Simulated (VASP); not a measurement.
Write the native input for VASP 6.6.1 that does the following.

* Task: single point
* Functional: PBE
* Potentials or basis: VASP PAW PBE potentials, release 64 (Al, H)
* Cutoff: 520 eV
* k mesh: 6 × 6 × 1
* Occupations: gaussian, width 0.1 eV
* Spin: no spin polarisation
* Dipole correction: yes
* Further INCAR settings: ALGO = Normal; EDIFF = 1e-07; NBANDS = 32

The structure of Al6H lies in POSCAR:

```
Al6H
1.0
    5.7143028096      0.0000000000      0.0000000000
   -2.8571514048      4.9487313980      0.0000000000
    0.0000000000      0.0000000000     22.6016424636
Al H
12 2
Direct
    0.3333333333      0.1666666667      0.1769782885
    0.3333333333      0.6666666667      0.1769782885
    0.8333333333      0.1666666667      0.1769782885
    0.8333333333      0.6666666667      0.1769782885
    0.1666666667      0.3333333333      0.2787817904
    0.1666666667      0.8333333333      0.2787817904
    0.6666666667      0.3333333333      0.2787817904
    0.6666666667      0.8333333333      0.2787817904
    0.0000000000      0.0000000000      0.3805759903
    0.0000000000      0.5000000000      0.3805759903
    0.5000000000      0.0000000000      0.3805759903
    0.5000000000      0.5000000000      0.3805759903
    0.1744755939      0.3489511877      0.4712773632
    0.3255244061      0.6510488123      0.4712773632
```

One way to write it, as run:

INCAR

```
ALGO = Normal
DIPOL = 0.5 0.5 0.306
EDIFF = 1E-7
ENCUT = 520
GGA = PE
IDIPOL = 3
ISIF = 2
ISMEAR = 0
LASPH = True
LCHARG = False
LDIPOL = True
LREAL = False
LWAVE = False
NBANDS = 32
NELM = 80
PREC = Accurate
SIGMA = 0.1
```

KPOINTS

```
k-points
0
Gamma
  6 6 1
```

Potentials or basis: VASP PAW PBE potentials, release 64 (Al, H).

The run is started by

```console
$ cat potpaw_PBE.64/Al/POTCAR potpaw_PBE.64/H/POTCAR > POTCAR
$ mpirun -np 1 vasp_std > vasp.out
```

It gave:

```json
{
 "Largest force": "1.959 eV/Å",
 "Band gap on the k mesh": "zero (bands 19 and 20 overlap by 0.95 eV)"
}
```

Run time: 7.2 min on 1 thread of Intel(R) Xeon(R) Platinum 8488C (Sapphire Rapids), on a shared host, peak memory 0.72 GiB.
